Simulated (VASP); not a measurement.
# Ti3H in VASP: relaxation of the atoms with PBE

Aim: the relaxation of the atoms of Ti3H with PBE.

Everything below comes from runs of VASP 6.6.1. Logs are shortened: lines on timing, memory, paths and dates and some standing lists are left out, and cuts for length are marked.

## (1) The cell of the first run

The cell holds a slab with vacuum, 4 atoms: a = 2.908 Å, b = 2.908 Å, c = 19.306 Å, α = 90.00°, β = 90.00°, γ = 90.00°.

## (2) Relaxation of the atoms, PBE

Contents of INCAR:

```
PREC = Accurate
ENCUT = 520
EDIFF = 1E-7
ISMEAR = 0
SIGMA = 0.1
LREAL = F
LASPH = T
NELM = 80
ALGO = Normal
ISIF = 2
LWAVE = F
LCHARG = F
LDIPOL = T
IDIPOL = 3
DIPOL = 0.5 0.5 0.344
GGA = PE
IBRION = 2
NSW = 36
EDIFFG = -0.025
```

Contents of KPOINTS:

```
Automatic mesh
0
Gamma
  9 9 1
```

Contents of POSCAR:

```
Ti3H
1.0
    2.9075446922      0.0000000000      0.0000000000
    0.0000000000      2.9075446922      0.0000000000
    0.0000000000      0.0000000000     19.3059825228
Ti H
3 1
Selective dynamics
Direct
    0.5000000000      0.5000000000      0.2071896623  F F F
    0.0000000000      0.0000000000      0.3057583538  F F F
    0.5000000000      0.5000000000      0.4043297208  F F F
    0.5000000000      1.0000000000      0.4583387344  F F T
```

Potentials or basis: VASP PAW PBE potentials, release 64 (Ti_sv, H).

Started as:

```
> cat potpaw_PBE.64/Ti_sv/POTCAR potpaw_PBE.64/H/POTCAR > POTCAR
> mpirun -np 1 vasp_std > vasp.out
```

OUTCAR:

```text
PREC = Accurate
   ENCUT = 520
   EDIFF = 1E-7
   ISMEAR = 0
   LREAL = F
   LASPH = T
   NELM = 80
   ISIF = 2
   GGA = PE
   IBRION = 2
   NSW = 36
   EDIFFG = -0.025

 ion  position               nearest neighbor table
   1  0.500  0.500  0.207-   2 2.80   2 2.80   2 2.80   2 2.80
   2  0.000  0.000  0.306-   1 2.80   1 2.80   1 2.80   1 2.80   3 2.80   3 2.80   3 2.80   3 2.80

   3  0.500  0.500  0.404-   4 1.79   4 1.79   2 2.80   2 2.80   2 2.80   2 2.80
   4  0.500  0.000  0.458-   3 1.79   3 1.79

  LATTYP: Found a simple tetragonal cell.
 ALAT       =     2.9075446922
 C/A-ratio  =     6.6399607114

  Lattice vectors:

 A1 = (   2.9075446922,   0.0000000000,   0.0000000000)
 A2 = (   0.0000000000,   2.9075446922,   0.0000000000)
 A3 = (   0.0000000000,   0.0000000000,  19.3059825228)

Analysis of symmetry for initial positions (statically):
=====================================================================
 Subroutine PRICEL returns:
 Original cell was already a primitive cell.

 Routine SETGRP: Setting up the symmetry group for a
 simple tetragonal supercell.

 Subroutine GETGRP returns: Found  4 space group operations
 (whereof  4 operations were pure point group operations)
 out of a pool of 16 trial point group operations.

The static configuration has the point symmetry C_2v.

Analysis of symmetry for dynamics (positions and initial velocities):
=====================================================================
 Subroutine PRICEL returns:
 Original cell was already a primitive cell.

 Routine SETGRP: Setting up the symmetry group for a
 simple tetragonal supercell.

 Subroutine GETGRP returns: Found  4 space group operations
 (whereof  4 operations were pure point group operations)
 out of a pool of 16 trial point group operations.

The dynamic configuration has the point symmetry C_2v.

Analysis of constrained symmetry for selective dynamics:
=====================================================================
 Subroutine PRICEL returns:
 Original cell was already a primitive cell.

 Routine SETGRP: Setting up the symmetry group for a
 simple tetragonal supercell.

 Subroutine GETGRP returns: Found  4 space group operations
 (whereof  4 operations were pure point group operations)
 out of a pool of 16 trial point group operations.

The constrained configuration has the point symmetry C_2v.

 Subroutine INISYM returns: Found  4 space group operations
[... 115 lines left out ...]
   ISMEAR =     0;   SIGMA  =   0.10  broadening in eV -4-tet -1-fermi 0-gaus
   EFERMI_NEDOS =   21; number of points for ismear=-14 and -15
   IALGO  =     38    algorithm
   IMIX   =      4    mixing-type and parameters
     AMIX     =   0.40;   BMIX     =  1.00
     AMIX_MAG =   1.60;   BMIX_MAG =  1.00
  volume/ion in A,a.u.               =      40.80       275.35
  Fermi-wavevector in a.u.,A,eV,Ry     =   0.998222  1.886366 13.557489  0.996447
  Thomas-Fermi vector in A             =   2.130431
   LORBIT       =      0    0 simple, 1 ext, 2 COOP (PROOUT), +10 PAW based schemes
   GGA     = PE    functional components
   LHFCALC =     F    Hartree Fock is set to
   AEXX    =    0.0000 exact exchange contribution
   IVDW    =     0    specifies the selected vdW correction
   LEPSILON=     F    determine dielectric tensor
   LRPA    =     F    only Hartree local field effects (RPA)
 conjugate gradient relaxation of ions
 non-spin polarized calculation
 Gauss-broadening in eV      SIGMA  =   0.10
  energy-cutoff  :      520.00
  volume of cell :      163.21
 maximum number of plane-waves:      4439
 NGX is ok and might be reduce to    24
   NGX = 11   NGY = 11   NGZ = 71

 dipolmoment           0.000000      0.000000     -0.138412 electrons x Angstroem

--------------------------------------- Ionic step        1  -------------------------------------------

 number of electron      37.0000012 magnetization

 Free energy of the ion-electron system (eV)
  ---------------------------------------------------
  ext. energy  EPLUGINS =         0.00000000
  ---------------------------------------------------
  free energy    TOTEN  =       -25.35557464 eV

  energy without entropy =      -25.31986293  energy(sigma->0) =      -25.33771879

------------------------ aborting loop because EDIFF is reached ----------------------------------------

  FORCE on cell =-STRESS in cart. coord.  units (eV):
  Direction    XX          YY          ZZ          XY          YZ          ZX
  --------------------------------------------------------------------------------------
  -------------------------------------------------------------------------------------
  Total       -1.0633438      0.5983086      2.3693386      0.0000000      0.0000000      0.0000000
  in kB      -10.4385357      5.8734206     23.2591051      0.0000000      0.0000000      0.0000000
  external PRESSURE =       6.2313300 kB  Pullay stress =       0.0000000 kB
[... 101 lines left out ...]
--------------------------------------- Ionic step        4  -------------------------------------------

 number of electron      37.0000013 magnetization

 dipolmoment           0.000000      0.000000      0.068033 electrons x Angstroem

 Free energy of the ion-electron system (eV)
  ---------------------------------------------------
  ext. energy  EPLUGINS =         0.00000000
  ---------------------------------------------------
  free energy    TOTEN  =       -25.43434942 eV

  energy without entropy =      -25.39793385  energy(sigma->0) =      -25.41614163

 E-fermi :  -0.2696     XC(G=0):  -4.7761

 val. band max:       -0.2753220436   @ k =   0.3333   0.0000   0.0000
 cond. band min:      -0.2599204712   @ k =   0.4444   0.0000   0.0000
 fundamental gap:      0.0154015724
 Fermi energy:        -0.2696062660

 k-point     1 :       0.0000    0.0000    0.0000
  band No.  band energies     occupation
      1     -57.1053      2.00000
      2     -57.0725      2.00000
      3     -56.6399      2.00000
      4     -33.5384      2.00000
      5     -33.4001      2.00000
      6     -33.1623      2.00000
[... 589 lines left out ...]
     21       1.2015      0.00000
     22       1.5586      0.00000

 [... further k-points ...]

------------------------ aborting loop because EDIFF is reached ----------------------------------------

 vacuum level on the upper side and lower side of the slab       (xc-potential included)         0.690        -0.895

  FORCE on cell =-STRESS in cart. coord.  units (eV):
  Direction    XX          YY          ZZ          XY          YZ          ZX
  --------------------------------------------------------------------------------------
  -------------------------------------------------------------------------------------
  Total       -1.0641074     -0.9154164      1.4563184      0.0000000      0.0000000      0.0000000
  in kB      -10.4460320     -8.9863753     14.2962523      0.0000000      0.0000000      0.0000000
  external PRESSURE =      -1.7120517 kB  Pullay stress =       0.0000000 kB
[... 19 lines left out ...]
  FREE ENERGIE OF THE ION-ELECTRON SYSTEM (eV)
  ---------------------------------------------------
  free  energy   TOTEN  =       -25.4343494168 eV

  energy  without entropy=      -25.3979338462  energy(sigma->0) =      -25.41614163

 reached required accuracy - stopping structural energy minimisation

 vacuum level on the upper side and lower side of the slab         4.851         3.284
```

CONTCAR:

```text
Ti3H
   1.00000000000000
     2.9075446922000001    0.0000000000000000    0.0000000000000000
     0.0000000000000000    2.9075446922000001    0.0000000000000000
     0.0000000000000000    0.0000000000000000   19.3059825228000008
  Ti              H
     3     1
Selective dynamics
Direct
     0.5000000000000000    0.5000000000000000    0.2071896623000029   F   F   F
     0.0000000000000000    0.0000000000000000    0.3057583538000017   F   F   F
     0.5000000000000000    0.5000000000000000    0.4043297207999998   F   F   F
     0.5000000000000000    0.0000000000000000    0.4679831385118741   F   F   T

  0.00000000E+00  0.00000000E+00  0.00000000E+00
  0.00000000E+00  0.00000000E+00  0.00000000E+00
  0.00000000E+00  0.00000000E+00  0.00000000E+00
  0.00000000E+00  0.00000000E+00  0.00000000E+00
```

Wall time 4.5 min (1 thread of Intel Xeon Platinum 8488C (Sapphire Rapids), shared host); peak memory 0.32 GiB.

What came out:

| Quantity | Value |
| --- | --- |
| Free energy | -25.4343 eV |
| Energy gained by relaxing | 19.7 meV/atom |
| Ionic steps | 4 |
| Band gap on the k mesh | zero (an odd number of electrons rules out a gap without spin polarisation) |

The path:
```
step  energy change (eV)  largest force on free atoms (eV/Å)  pressure (GPa)
   1              0.0000                              0.8468            0.62
   2             -0.0308                              0.6617            0.44
   3             -0.0776                              0.1037           -0.08
   4             -0.0788                              0.0031           -0.17
```

Final structure:
```
Ti H
1.0
     2.90754    0.00000    0.00000
     0.00000    2.90754    0.00000
     0.00000    0.00000   19.30598
Ti H
3 1
Direct
  0.50000 0.50000 0.20719
  0.00000 0.00000 0.30576
  0.50000 0.50000 0.40433
  0.50000 0.00000 0.46798
```

Levels at points of the mesh, in eV from the Fermi level:
```csv
k point,band 15,band 16,band 17,band 18,band 19,band 20,band 21,band 22
"(0.00, 0.00, 0.00)",-2.87,-1.82,-1.33,-0.50,-0.01,0.74,1.06,1.08
```
